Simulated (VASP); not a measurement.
The system is Ta2N.

```
Ta N
1.0
     3.11286    0.00000    0.00000
    -1.55643    2.69582    0.00000
     0.00000    0.00000    4.86984
Ta N
2 1
Direct
  0.33333 0.66667 0.25471
  0.66667 0.33333 0.74529
  0.00000 0.00000 0.00000
```

* Program: VASP 6.6.1
* Task: relaxation of cell and atoms
* Functional: r2SCAN
* Potentials or basis: VASP PAW PBE potentials, release 64 (Ta_pv, N)
* Cutoff: 600 eV
* k mesh: 10 × 10 × 6
* Occupations: fermi-dirac, width 0.05 eV
* Spin: no spin polarisation

At the start: pressure -4.2 GPa; volume 13.62 Å³/atom.

How do energy, volume and symmetry change on relaxing?

Over 9 steps the energy falls by 5.6 meV/atom and the volume is 13.39 Å³/atom (-1.7 %); space group P-3m1 (No. 164, to 0.1 Å) before and after.

The path:
```csv
step,energy change (eV),largest force (eV/Å),pressure (GPa),volume (Å³)
1,0.0000,0.1783,-4.25,40.87
2,0.0370,0.3214,11.89,38.77
3,-0.0106,0.2280,0.53,40.18
4,-0.0159,0.0019,0.17,40.16
5,-0.0163,0.0849,0.07,40.16
6,-0.0168,0.0008,-0.07,40.19
7,-0.0168,0.0125,-0.05,40.18
8,-0.0168,0.0017,0.12,40.16
9,-0.0168,0.0055,0.05,40.17
```

Final structure:
```xyz
3
Lattice="3.0740 0.0000 0.0000 -1.5370 2.6622 0.0000 0.0000 0.0000 4.9085" Properties=species:S:1:pos:R:3 pbc="T T T"
Ta    0.0000    1.7748    1.2652
Ta    1.5370    0.8874    3.6433
N     0.0000    0.0000    0.0000
```

Caveat: the PAW data sets were made with another functional, which shifts forces and pressure a little.
